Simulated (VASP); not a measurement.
A run of VASP 6.6.1 is set up as follows.

File INCAR:

```
PREC = Accurate
ENCUT = 520
EDIFF = 1E-7
ISMEAR = 0
SIGMA = 0.15
LREAL = False
LASPH = True
NELM = 100
ALGO = Normal
ISIF = 2
LWAVE = False
LCHARG = False
GGA = PS
NBANDS = 14
```

The input KPOINTS:

```
Automatic mesh
0
Gamma
  18 18 18
```

POSCAR

```
HfN
1.0
    0.0000000000      2.4397200000      2.2590000000
    2.4397200000      0.0000000000      2.2590000000
    2.4397200000      2.4397200000      0.0000000000
Hf N
1 1
Direct
    0.0000000000      0.0000000000      0.0000000000
    0.5000000000      0.5000000000      0.5000000000
```

Potentials or basis: VASP PAW PBE potentials, release 64 (Hf_pv, N).

Command:

```sh
$ cat potpaw_PBE.64/Hf_pv/POTCAR potpaw_PBE.64/N/POTCAR > POTCAR
$ mpirun -np 1 vasp_std > vasp.out
```

Problem. Estimate the pressure.

Solution. -31.9 GPa.

Problem. Predict the band gap on the k mesh.

Solution. Zero (an odd number of electrons rules out a gap without spin polarisation).

Stress tensor (GPa, compression positive):
```
-38.03   0.00   0.00
  0.00 -38.03   0.00
  0.00   0.00 -19.60
```

Caveat: the cell differs from its parent crystal (strain +0.080 along x and y, +0.000 along z); the stress differs along the axes, from -38 to -20 GPa; the PAW data sets were made with another functional, which shifts forces and pressure a little; spin-orbit coupling is left out, which moves the levels of the heavy elements.
